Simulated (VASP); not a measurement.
A run of VASP 6.6.1 is set up as follows.

Contents of INCAR:

```
  PREC = Accurate
  ENCUT = 500
  EDIFF = 1E-6
  ISMEAR = 0
  SIGMA = 0.1
  LREAL = F
  LASPH = T
  NELM = 120
  ALGO = Normal
  ISIF = 2
  LWAVE = F
  LCHARG = F
  GGA = PE
  NBANDS = 38
  GGA_COMPAT = F
```

KPOINTS

```
regular mesh
0
Gamma
  10 10 6
```

POSCAR

```
SiB3W
1.0
    3.9044808234      0.0007222440     -0.0032458436
    0.0405541434      4.3998066449     -0.0028595416
    0.2023147105      1.5813994365      6.6259842642
Si B W
2 6 2
Direct
    0.9580202762      0.5381573653      0.4594983363
    0.9716106124      0.1377621826      0.0597585687
    0.2504185047      0.3251450276      0.2618547006
    0.9648120502      0.9465866855      0.7062611273
    0.9653569011      0.5997792839      0.8713397301
    0.9701242140      0.0195975161      0.4312565242
    0.0076297122      0.6311902787      0.1127592455
    0.9626949166      0.3041213900      0.7519091152
    0.4830739945      0.8362540405      0.2766769739
    0.4662588180      0.1614062299      0.5686856781
```

Potentials or basis: VASP PAW PBE potentials, release 64 (Si, B, W_sv).

Launch:

```sh
$ cat potpaw_PBE.64/Si/POTCAR potpaw_PBE.64/B/POTCAR potpaw_PBE.64/W_sv/POTCAR > POTCAR
$ mpirun -np 1 vasp_std > vasp.out
```

Task: What does it give for the band gap on the k mesh?

Result: Zero (bands 27 and 28 overlap by 0.66 eV).

Task: Estimate the pressure.

Result: 0.1 GPa.

Forces in eV/Å, atoms in the order of the input:
```
Si   0.002 -0.001 -0.002
Si   0.000  0.005 -0.005
B   -0.008  0.003 -0.005
B    0.002 -0.012  0.014
B    0.000 -0.001 -0.001
B   -0.006 -0.009  0.000
B   -0.006 -0.001 -0.004
B    0.002  0.009  0.012
W    0.014 -0.005 -0.018
W    0.001  0.011  0.008
```

Caveat: spin-orbit coupling is left out, which moves the levels of the heavy elements.
